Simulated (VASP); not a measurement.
# AlN (P6_3mc) in VASP: further runs, part 2 of 2

VASP 6.6.1.

## (3) Relaxation of the atoms, r2SCAN (equal strain along all axes, cell held: -4.5 %)

POSCAR

```
AlN
1.0
    2.9668956864      0.0000000000      0.0000000000
   -1.4834478432      2.5694070348      0.0000000000
    0.0000000000      0.0000000000      4.7545381020
Al N
2 2
Direct
    0.6666666667      0.3333333333      0.4989319757
    0.3333333333      0.6666666667      0.9989319757
    0.6666666667      0.3333333333      0.8810680243
    0.3333333333      0.6666666667      0.3810680243
```

INCAR.step1

```
ALGO = Normal ; EDIFF = 1E-4
ENCUT = 520 ; GGA = PE
ISMEAR = 0 ; LASPH = True
LCHARG = False ; LREAL = False
LWAVE = True ; NELM = 80
PREC = Accurate ; SIGMA = 0.02
```

INCAR.step2

```
ALGO = Normal ; EDIFF = 1E-7
EDIFFG = -0.008 ; ENCUT = 520
IBRION = 2 ; ISIF = 2
ISMEAR = 0 ; ISTART = 1
LASPH = True ; LCHARG = False
LMIXTAU = True ; LREAL = False
LWAVE = False ; METAGGA = R2SCAN
NELM = 80 ; NSW = 60
PREC = Accurate ; SIGMA = 0.02
```

KPOINTS

```
k-points
0
Gamma
  12 12 6
```

Potentials or basis: VASP PAW PBE potentials, release 64 (Al, N).

Command:

```
$ cat potpaw_PBE.64/Al/POTCAR potpaw_PBE.64/N/POTCAR > POTCAR
$ cp INCAR.step1 INCAR
$ mpirun -np 1 vasp_std > vasp.out
$ cp INCAR.step2 INCAR
$ mpirun -np 1 vasp_std > vasp.out
```

Wall time 3.1 min (1 thread of Intel Xeon Platinum 8259CL at 2.50GHz (Skylake/Cascade Lake), shared host); peak memory 0.17 GiB.

It converged, with:

* Free energy: -37.8906 eV
* Energy gained by relaxing: 0.0 meV/atom
* Ionic steps: 3
* Pressure after relaxing: 37.8 GPa
* Band gap on the k mesh: 5.77 eV, indirect (least direct gap 6.24 eV)

Stress tensor (GPa, compression positive):
```
39.07  0.00  0.00
 0.00 39.07  0.00
 0.00  0.00 35.21
```

Final structure:
```xyz
4
Lattice="2.9669 0.0000 0.0000 -1.4834 2.5694 0.0000 0.0000 0.0000 4.7545" Properties=species:S:1:pos:R:3 pbc="T T T"
Al    1.4834    0.8565    2.3716
Al    0.0000    1.7129    4.7488
N     1.4834    0.8565    4.1897
N     0.0000    1.7129    1.8124
```

Levels at points of the mesh, in eV from the valence-band top:
| k point | band 6 | band 7 | band 8 | band 9 | band 10 | band 11 |
| --- | --- | --- | --- | --- | --- | --- |
| (0.00, 0.00, 0.00) | -0.28 | -0.28 | 0.00 | 6.24 | 8.84 | 12.86 |
| (0.50, 0.00, 0.00) | -2.34 | -1.97 | -0.76 | 6.76 | 7.09 | 10.33 |
| (0.00, 0.00, 0.50) | -0.63 | -0.63 | -0.63 | 8.57 | 8.57 | 12.55 |
| (0.50, 0.00, 0.50) | -1.64 | -1.53 | -1.53 | 6.50 | 6.50 | 11.04 |

Caveat: the cell differs from its parent crystal (equal strain along all axes, cell held: -4.5 %); the PAW data sets were made with another functional, which shifts forces and pressure a little. A k mesh can miss the band edges.

## (4) Relaxation of cell and atoms, r2SCAN

This run uses another cell than the first one: it holds 4 atoms, not 16.

POSCAR

```
AlN
1.0
    3.1285881360      0.0000000000      0.0000000000
   -1.5642940680      2.7094368037      0.0000000000
    0.0000000000      0.0000000000      5.0169550000
Al N
2 2
Direct
    0.6666666700      0.3333333300      0.4992870000
    0.3333333300      0.6666666700      0.9992870000
    0.6666666700      0.3333333300      0.8807130000
    0.3333333300      0.6666666700      0.3807130000
```

INCAR.step1

```
ALGO     = Normal         # electronic algorithm
EDIFF    = 1E-4           # SCF threshold, eV
ENCUT    = 600            # plane-wave cutoff, eV
GGA      = PE             # functional
ISMEAR   = 0              # smearing method
LASPH    = T              # aspherical terms in the spheres
LCHARG   = F              # write CHGCAR
LREAL    = F              # projectors in reciprocal space
LWAVE    = T              # write WAVECAR
NELM     = 80             # most SCF steps
PREC     = Accurate       # precision mode
SIGMA    = 0.02           # smearing width, eV
```

INCAR.step2

```
ALGO     = Normal         # electronic algorithm
EDIFF    = 1E-7           # SCF threshold, eV
EDIFFG   = -0.005         # ionic threshold
ENCUT    = 600            # plane-wave cutoff, eV
IBRION   = 2              # ionic algorithm
ISIF     = 3              # what is computed and relaxed
ISMEAR   = 0              # smearing method
ISTART   = 1            
LASPH    = T              # aspherical terms in the spheres
LCHARG   = F              # write CHGCAR
LMIXTAU  = T            
LREAL    = F              # projectors in reciprocal space
LWAVE    = F              # write WAVECAR
METAGGA  = R2SCAN         # meta-GGA
NELM     = 80             # most SCF steps
NSW      = 100            # ionic steps
PREC     = Accurate       # precision mode
SIGMA    = 0.02           # smearing width, eV
```

KPOINTS

```
k-points
0
Gamma
  9 9 6
```

Command:

```
$ cat potpaw_PBE.64/Al/POTCAR potpaw_PBE.64/N/POTCAR > POTCAR
$ cp INCAR.step1 INCAR
$ mpirun -np 1 vasp_std > vasp.out
$ cp INCAR.step2 INCAR
$ mpirun -np 1 vasp_std > vasp.out
```

Run time: 8.2 min. Hardware: 1 thread of Intel Xeon 6975P-C, shared host; peak memory 0.2 GiB.

The run converged. Its results:

```
Free energy                            : -38.4563 eV
Relaxed volume                         : 10.39 Å³/atom
Relaxed cell                           : a = 3.105 Å, b = 3.105 Å, c = 4.976 Å, α = 90.00°, β = 90.00°, γ = 120.00°
Space group after relaxing (to 0.05 Å) : P6_3mc (No. 186)
Energy gained by relaxing              : 3.6 meV/atom
Ionic steps                            : 7
Pressure after relaxing                : 0.0 GPa
Band gap on the k mesh                 : 4.93 eV, direct
```

Forces on the atoms (eV/Å):
```
Al   0.000  0.000  0.003
Al   0.000  0.000  0.003
N    0.000  0.000 -0.003
N    0.000  0.000 -0.003
```

Step by step:
```tsv
step	energy change (eV)	largest force (eV/Å)	pressure (GPa)	volume (Å³)
1	0.0000	0.0025	-4.71	42.53
2	-0.0001	0.0120	4.98	40.63
3	-0.0145	0.0049	-0.08	41.57
4	-0.0145	0.0051	0.02	41.55
5	-0.0145	0.0081	0.02	41.55
6	-0.0145	0.0089	0.03	41.55
7	-0.0145	0.0028	-0.02	41.55
```

Final structure:
```xyz
4
Lattice="3.1053 0.0000 0.0000 -1.5527 2.6893 0.0000 0.0000 0.0000 4.9758" Properties=species:S:1:pos:R:3 pbc="T T T"
Al    1.5527    0.8964    2.4836
Al    0.0000    1.7929    4.9715
N     1.5527    0.8964    4.3829
N     0.0000    1.7929    1.8951
```

Levels at points of the mesh, in eV from the valence-band top:
```csv
k point,band 4,band 5,band 6,band 7,band 8,band 9,band 10,band 11,band 12
"(0.00, 0.00, 0.00)",-0.89,-0.89,-0.23,-0.23,0.00,4.93,7.55,11.63,12.05
"(0.00, 0.00, 0.50)",-3.38,-0.57,-0.57,-0.57,-0.57,7.27,7.27,11.33,11.33
```

Caveat: the PAW data sets were made with another functional, which shifts forces and pressure a little. r2SCAN opens gaps a little over a GGA but as a rule still falls short of measured ones.

## (5) Single point, r2SCAN (biaxial strain in the a-b plane: +3.0 %)

POSCAR

```
AlN
1.0
    3.1998979654      0.0000000000      0.0000000000
   -1.5999489827      2.7711929276      0.0000000000
    0.0000000000      0.0000000000      4.8889596026
Al N
2 2
Direct
    0.6666666667      0.3333333333      0.4971691666
    0.3333333333      0.6666666667      0.9971691666
    0.6666666667      0.3333333333      0.8828308334
    0.3333333333      0.6666666667      0.3828308334
```

INCAR.step1

```
SYSTEM = AlN
PREC     = Accurate       ! precision mode
ENCUT    = 520            ! plane-wave cutoff, eV
ISMEAR   = 0              ! smearing method
SIGMA    = 0.02           ! smearing width, eV
LREAL    = .False.        ! projectors in reciprocal space
LASPH    = .True.         ! aspherical terms in the spheres
NELM     = 60             ! most SCF steps
NBANDS   = 16             ! bands
GGA      = PE             ! functional
ALGO     = Normal         ! electronic algorithm
EDIFF    = 1E-4           ! SCF threshold, eV
LWAVE    = .True.         ! write WAVECAR
LCHARG   = .False.        ! write CHGCAR
```

INCAR.step2

```
SYSTEM = AlN
PREC     = Accurate       ! precision mode
ENCUT    = 520            ! plane-wave cutoff, eV
EDIFF    = 1E-6           ! SCF threshold, eV
ISMEAR   = 0              ! smearing method
SIGMA    = 0.02           ! smearing width, eV
LREAL    = .False.        ! projectors in reciprocal space
LASPH    = .True.         ! aspherical terms in the spheres
NELM     = 60             ! most SCF steps
ALGO     = Normal         ! electronic algorithm
ISIF     = 2              ! what is computed and relaxed
LWAVE    = .False.        ! write WAVECAR
LCHARG   = .False.        ! write CHGCAR
METAGGA  = R2SCAN         ! meta-GGA
LMIXTAU  = .True.       
NBANDS   = 16             ! bands
ISTART   = 1
```

KPOINTS

```
Automatic mesh
0
Gamma
  12 12 6
  0 0 0
```

Command:

```
$ cat potpaw_PBE.64/Al/POTCAR potpaw_PBE.64/N/POTCAR > POTCAR
$ cp INCAR.step1 INCAR
$ mpirun -np 1 vasp_std > vasp.out
$ cp INCAR.step2 INCAR
$ mpirun -np 1 vasp_std > vasp.out
```

Run time: 58 s. Hardware: 1 thread of Intel Xeon 6975P-C (Granite Rapids), shared host; peak memory 0.17 GiB.

It converged, with:

| Quantity | Value |
| --- | --- |
| Free energy | -38.3420 eV |
| Pressure | -8.7 GPa |
| Largest force | 0.265 eV/Å |
| Band gap on the k mesh | 4.35 eV, direct |

Forces on the atoms (eV/Å):
```
Al   0.000  0.000 -0.265
Al   0.000  0.000 -0.265
N    0.000  0.000  0.265
N    0.000  0.000  0.265
```

Stress tensor (GPa, compression positive):
```
-13.97   0.00   0.00
  0.00 -13.97   0.00
  0.00   0.00   1.98
```

Levels at points of the mesh, in eV from the valence-band top:
```tsv
k point	band 4	band 5	band 6	band 7	band 8	band 9	band 10	band 11	band 12	band 13
(0.00, 0.00, 0.00)	-1.27	-1.27	-0.47	-0.47	0.00	4.35	6.54	11.09	11.09	11.34
(0.50, 0.00, 0.00)	-4.16	-3.48	-2.48	-1.87	-0.86	5.97	6.49	8.46	10.79	11.16
(0.00, 0.00, 0.50)	-3.30	-0.89	-0.89	-0.89	-0.89	6.52	6.52	10.99	10.99	11.40
(0.50, 0.00, 0.50)	-5.73	-1.76	-1.76	-1.39	-1.39	5.79	5.79	9.77	9.77	12.37
```

Caveat: the cell differs from its parent crystal (biaxial strain in the a-b plane: +3.0 %); the PAW data sets were made with another functional, which shifts forces and pressure a little.

## (6) The runs side by side

| task | cell | k mesh | cutoff (eV) | smearing | gap on the mesh (eV) | pressure (GPa) |
| --- | --- | --- | --- | --- | --- | --- |
| single point | a = 4.979, b = 6.213, c = 6.213 Å, angles 120.0, 90.0, 90.0°, 16 atoms | 8 × 6 × 6 | 520 | gaussian 0.1 eV | 4.92 | -0.4 |
| relaxation of the atoms | atoms relaxed from a = 2.967, b = 2.967, c = 4.755 Å, angles 90.0, 90.0, 120.0°, 4 atoms | 12 × 12 × 6 | 520 | gaussian 0.02 eV | 5.77 | 37.8 |
| relaxation of cell and atoms | relaxed from a = 3.129, b = 3.129, c = 5.017 Å, angles 90.0, 90.0, 120.0°, 4 atoms | 9 × 9 × 6 | 600 | gaussian 0.02 eV | 4.93 | 0.0 |
| single point | a = 3.200, b = 3.200, c = 4.889 Å, angles 90.0, 90.0, 120.0°, 4 atoms | 12 × 12 × 6 | 520 | gaussian 0.02 eV | 4.35 | -8.7 |

Alike in all rows: level r2SCAN; potentials or basis VASP PAW PBE potentials, release 64 (Al, N); no spin polarisation.

Caveats: the PAW data sets were made with another functional, which shifts forces and pressure a little.

Total energies depend on the potentials used, so only differences within one code and one set of settings carry meaning.
